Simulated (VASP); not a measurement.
# Sr (I4_1/amd) in VASP: a series of runs

Runs on Sr. Level: PBEsol. Tasks: single point.

All numbers are computed with VASP 6.6.1; they aren't measurements. Logs are shortened: lines on timing, memory, paths and dates and some standing lists are left out, and cuts for length are marked.

## (1) The cell of the first run

It takes space group I4_1/amd (No. 141, tetragonal). Conventional cell: a = 7.413 Å, b = 7.413 Å, c = 4.042 Å, α = 90.00°, β = 90.00°, γ = 90.00°. Within 5.0 Å of Sr (site symmetry -4m2) lie 10 Sr at 3.84 to 4.79 Å.

## (2) Single point, PBEsol

INCAR reads:

```
PREC = Accurate
ENCUT = 520
EDIFF = 1E-7
ISMEAR = 1
SIGMA = 0.1
LREAL = False
LASPH = True
NELM = 100
ALGO = Normal
ISIF = 2
LWAVE = False
LCHARG = False
GGA = PS
NBANDS = 17
```

KPOINTS reads:

```
regular mesh
0
Gamma
  5 5 5
```

POSCAR reads:

```
Sr
1.0
   -3.7063582800      3.7063582800      2.0208764700
    3.7063582800     -3.7063582800      2.0208764700
    3.7063582800      3.7063582800     -2.0208764700
Sr
2
Direct
    0.7500000000      0.2500000000      0.5000000000
    0.0000000000      0.0000000000      0.0000000000
```

Potentials or basis: VASP PAW PBE potentials, release 64 (Sr_sv).

Command:

```sh
> cat potpaw_PBE.64/Sr_sv/POTCAR > POTCAR
> mpirun -np 1 vasp_std > vasp.out
```

OUTCAR:

```text
PREC = Accurate
   ENCUT = 520
   EDIFF = 1E-7
   ISMEAR = 1
   LREAL = False
   LASPH = True
   NELM = 100
   ISIF = 2
   GGA = PS

 ion  position               nearest neighbor table
   1  0.750  0.250  0.500-   2 3.84   2 3.84   2 3.84   2 3.84   2 4.79   2 4.79   2 4.79   2 4.79

   2  0.000  0.000  0.000-   1 3.84   1 3.84   1 3.84   1 3.84   1 4.79   1 4.79   1 4.79   1 4.79

  LATTYP: Found a body centered tetragonal cell.
 ALAT       =     7.4127165600
 C/A-ratio  =     0.5452458498

  Lattice vectors:

 A1 = (  -3.7063582800,   3.7063582800,   2.0208764700)
 A2 = (   3.7063582800,  -3.7063582800,   2.0208764700)
 A3 = (   3.7063582800,   3.7063582800,  -2.0208764700)

Analysis of symmetry for initial positions (statically):
=====================================================================
 Subroutine PRICEL returns:
 Original cell was already a primitive cell.

 Routine SETGRP: Setting up the symmetry group for a
 body centered tetragonal supercell.

 Subroutine GETGRP returns: Found 16 space group operations
 (whereof  8 operations were pure point group operations)
 out of a pool of 16 trial point group operations.

The static configuration has the point symmetry D_2d.
 The point group associated with its full space group is D_4h.

Analysis of symmetry for dynamics (positions and initial velocities):
=====================================================================
 Subroutine PRICEL returns:
 Original cell was already a primitive cell.

 Routine SETGRP: Setting up the symmetry group for a
 body centered tetragonal supercell.

 Subroutine GETGRP returns: Found 16 space group operations
 (whereof  8 operations were pure point group operations)
 out of a pool of 16 trial point group operations.

The dynamic configuration has the point symmetry D_2d.
 The point group associated with its full space group is D_4h.

 Subroutine INISYM returns: Found 16 space group operations
 (whereof  8 operations are pure point group operations),
 and found     1 'primitive' translations

----------------------------------------------------------------------------------------

                                     Primitive cell

  volume of cell :     111.0439

  direct lattice vectors                    reciprocal lattice vectors
    -3.706358280  3.706358280  2.020876470     0.000000000  0.134903310  0.247417399
     3.706358280 -3.706358280  2.020876470     0.134903310  0.000000000  0.247417399
     3.706358280  3.706358280 -2.020876470     0.134903310  0.134903310  0.000000000

  length of vectors
     5.617661890  5.617661890  5.617661890     0.281805380  0.281805380  0.190782091

  position of ions in fractional coordinates (direct lattice)
     0.750000000  0.250000000  0.500000000
     0.000000000  0.000000000  0.000000000

  ion indices of the primitive-cell ions
   primitive index   ion index
                 1           1
                 2           2

----------------------------------------------------------------------------------------

 KPOINTS: regular mesh

Automatic generation of k-mesh.
 Grid dimensions read from file:
 generate k-points for:    5    5    5

 Generating k-lattice:

  Cartesian coordinates                     Fractional coordinates (reciprocal lattice)
     0.000000000  0.026980662  0.049483480     0.200000000 -0.000000000  0.000000000
     0.026980662  0.000000000  0.049483480    -0.000000000  0.200000000  0.000000000
     0.026980662  0.026980662  0.000000000     0.000000000  0.000000000  0.200000000

  Length of vectors
     0.056361076  0.056361076  0.038156418

  Shift w.r.t. Gamma in fractional coordinates (k-lattice)
     0.000000000  0.000000000  0.000000000

 Subroutine IBZKPT returns following result:
 ===========================================

 Found     18 irreducible k-points:

 Following reciprocal coordinates:
            Coordinates               Weight
  0.000000  0.000000  0.000000      1.000000
  0.200000  0.000000  0.000000      8.000000
  0.400000  0.000000 -0.000000      8.000000
  0.200000  0.200000  0.000000      8.000000
  0.400000  0.200000 -0.000000     16.000000
 -0.400000  0.200000  0.000000     16.000000
[... 10 lines left out ...]
 -0.400000  0.400000  0.400000      4.000000
 -0.400000 -0.400000  0.400000      2.000000
   k-points           NKPTS =     18   k-points in BZ     NKDIM =     18   number of bands    NBANDS=     17
   number of dos      NEDOS =    301   number of ions     NIONS =      2
   total plane-waves  NPLWV =  74088
   dimension x,y,z NGX =    42 NGY =   42 NGZ =   42
   dimension x,y,z NGXF=    84 NGYF=   84 NGZF=   84
   ions per type =               2
   NGX,Y,Z   is equivalent  to a cutoff of  12.43, 12.43, 12.43 a.u.
   NGXF,Y,Z  is equivalent  to a cutoff of  24.86, 24.86, 24.86 a.u.
 SYSTEM =  unknown system
   PREC   = accura    normal or accurate (medium, high low for compatibility)
   ISTART =      0    job   : 0-new  1-cont  2-samecut
   ICHARG =      2    charge: 1-file 2-atom 10-const
   ISPIN  =      1    spin polarized calculation?
   LNONCOLLINEAR =      F non collinear calculations
   LSORBIT =      F    spin-orbit coupling
   LASPH  =      T    aspherical Exc in radial PAW
   ENCUT  =  520.0 eV  38.22 Ry    6.18 a.u.  10.45 10.45 10.45*2*pi/ulx,y,z
   NELM   =    100;   NELMIN=  2; NELMDL= -5     # of ELM steps
   EDIFF  = 0.1E-06   stopping-criterion for ELM
   LREAL  =      F    real-space projection
   EDIFFG = 0.1E-05   stopping-criterion for IOM
   NSW    =      0    number of steps for IOM
   IBRION =     -1    ionic relax: 0-MD 1-quasi-New 2-CG
   NFREE  =      0    steps in history (QN), initial steepest desc. (CG)
   ISIF   =      2    stress and relaxation
   ISYM   =      2    0-nonsym 1-usesym 2-fastsym
   POTIM  = 0.5000    time-step for ionic-motion
   TEBEG  =    0.0;   TEEND  =   0.0 temperature during run
   PSTRESS=    0.0 pullay stress
   NELECT =      20.0000    total number of electrons
   NUPDOWN=      -1.0000    fix difference up-down
   EMIN   =  10.00;   EMAX   =-10.00  energy-range for DOS
   EFERMI =   0.00;   METHOD = LEGACY
   ISMEAR =     1;   SIGMA  =   0.10  broadening in eV -4-tet -1-fermi 0-gaus
   EFERMI_NEDOS =   21; number of points for ismear=-14 and -15
   IALGO  =     38    algorithm
   IMIX   =      4    mixing-type and parameters
     AMIX     =   0.40;   BMIX     =  1.00
     AMIX_MAG =   1.60;   BMIX_MAG =  1.00
  volume/ion in A,a.u.               =      55.52       374.68
  Fermi-wavevector in a.u.,A,eV,Ry     =   0.924528  1.747104 11.629602  0.854752
  Thomas-Fermi vector in A             =   2.050283
   LORBIT       =      0    0 simple, 1 ext, 2 COOP (PROOUT), +10 PAW based schemes
   GGA     = PS    functional components
   LHFCALC =     F    Hartree Fock is set to
   AEXX    =    0.0000 exact exchange contribution
   IVDW    =     0    specifies the selected vdW correction
   LEPSILON=     F    determine dielectric tensor
   LRPA    =     F    only Hartree local field effects (RPA)
 non-spin polarized calculation
 Methfessel and Paxton  Order N= 1 SIGMA  =   0.10
  energy-cutoff  :      520.00
  volume of cell :      111.04
 maximum number of plane-waves:      3035
 NGX is ok and might be reduce to    42
   NGX = 21   NGY = 21   NGZ = 21

 number of electron      20.0000001 magnetization

 Free energy of the ion-electron system (eV)
  ---------------------------------------------------
  ext. energy  EPLUGINS =         0.00000000
  ---------------------------------------------------
  free energy    TOTEN  =        -3.13370320 eV

  energy without entropy =       -3.13247821  energy(sigma->0) =       -3.13329487

 E-fermi :   1.3246     XC(G=0):  -7.3945

 val. band max:        1.3217470035   @ k =  -0.2000   0.2000   0.2000
 cond. band min:       1.3630324759   @ k =   0.4000   0.0000  -0.0000
 fundamental gap:      0.0412854724
 Fermi energy:         1.3246032692

 k-point     1 :       0.0000    0.0000    0.0000
  band No.  band energies     occupation
      1     -35.2850      2.00000
      2     -35.2465      2.00000
      3     -17.3884      2.00000
      4     -17.3884      2.00000
      5     -17.1824      2.00000
      6     -17.1785      2.00000
[... 9 lines left out ...]
     16       4.8719      0.00000
     17       4.8748      0.00000

 k-point     2 :       0.2000    0.0000    0.0000
  band No.  band energies     occupation
      1     -35.2787      2.00000
      2     -35.2461      2.00000
      3     -17.3832      2.00000
      4     -17.3602      2.00000
      5     -17.2481      2.00000
      6     -17.2383      2.00000
[... 9 lines left out ...]
     16       3.9514      0.00000
     17       4.1765      0.00000

 k-point     3 :       0.4000    0.0000   -0.0000
  band No.  band energies     occupation
      1     -35.2671      2.00000
      2     -35.2468      2.00000
      3     -17.3745      2.00000
      4     -17.3710      2.00000
      5     -17.3466      2.00000
      6     -17.2652      2.00000
[... 9 lines left out ...]
     16       3.9060      0.00000
     17       4.8709      0.00000

 k-point     4 :       0.2000    0.2000    0.0000
  band No.  band energies     occupation
      1     -35.2688      2.00000
      2     -35.2451      2.00000
      3     -17.3844      2.00000
      4     -17.3572      2.00000
      5     -17.3290      2.00000
      6     -17.3139      2.00000
[... 9 lines left out ...]
     16       3.9700      0.00000
     17       4.7552      0.00000
[... 223 lines left out ...]
      1     -35.2716      2.00000
      2     -35.2424      2.00000
      3     -17.3705      2.00000
      4     -17.3705      2.00000
      5     -17.3505      2.00000
      6     -17.3278      2.00000
[... 9 lines left out ...]
     16       3.6855      0.00000
     17       4.5056      0.00000

 k-point    17 :      -0.4000    0.4000    0.4000
  band No.  band energies     occupation
      1     -35.2674      2.00000
      2     -35.2637      2.00000
      3     -17.4243      2.00000
      4     -17.4035      2.00000
      5     -17.1895      2.00000
      6     -17.1801      2.00000
[... 9 lines left out ...]
     16       4.7390      0.00000
     17       5.2249      0.00000

 k-point    18 :      -0.4000   -0.4000    0.4000
  band No.  band energies     occupation
      1     -35.2672      2.00000
      2     -35.2573      2.00000
      3     -17.4130      2.00000
      4     -17.4130      2.00000
      5     -17.2539      2.00000
      6     -17.2316      2.00000
[... 9 lines left out ...]
     16       4.3778      0.00000
     17       4.3778      0.00000

------------------------ aborting loop because EDIFF is reached ----------------------------------------

  FORCE on cell =-STRESS in cart. coord.  units (eV):
  Direction    XX          YY          ZZ          XY          YZ          ZX
  --------------------------------------------------------------------------------------
  -------------------------------------------------------------------------------------
  Total        0.0554800      0.0554800     -1.0532323      0.0000000      0.0000000     -0.0000000
  in kB        0.8004836      0.8004836    -15.1963815      0.0000000      0.0000000     -0.0000000
  external PRESSURE =      -4.5318048 kB  Pullay stress =       0.0000000 kB

 VOLUME and BASIS-vectors are now :
 -----------------------------------------------------------------------------
  energy-cutoff  :      520.00
  volume of cell :      111.04
      direct lattice vectors                 reciprocal lattice vectors
    -3.706358280  3.706358280  2.020876470     0.000000000  0.134903310  0.247417399
     3.706358280 -3.706358280  2.020876470     0.134903310  0.000000000  0.247417399
     3.706358280  3.706358280 -2.020876470     0.134903310  0.134903310  0.000000000

 POSITION                                       TOTAL-FORCE (eV/Angst)
 -----------------------------------------------------------------------------------
      0.00000      3.70636      1.01044        -0.000000     -0.000000     -0.000000
      0.00000      0.00000      0.00000         0.000000      0.000000      0.000000
 -----------------------------------------------------------------------------------
    total drift:                               -0.000000     -0.000000      0.000000

  FREE ENERGIE OF THE ION-ELECTRON SYSTEM (eV)
  ---------------------------------------------------
  free  energy   TOTEN  =        -3.1337031979 eV

  energy  without entropy=       -3.1324782101  energy(sigma->0) =       -3.13329487
```

It took 41 s on 1 thread of Intel Xeon Platinum 8259CL at 2.50GHz (Skylake/Cascade Lake), shared host; peak memory 0.25 GiB.

Results:

```yaml
Free_energy: -3.1337 eV
Pressure: -0.5 GPa
Band_gap_on_the_k_mesh: zero (band 10 reaches 1.75 eV, above the bottom of band 11 at 1.24 eV)
```

Caveat: the PAW data sets were made with another functional, which shifts forces and pressure a little.

[end of part 1 of 3]
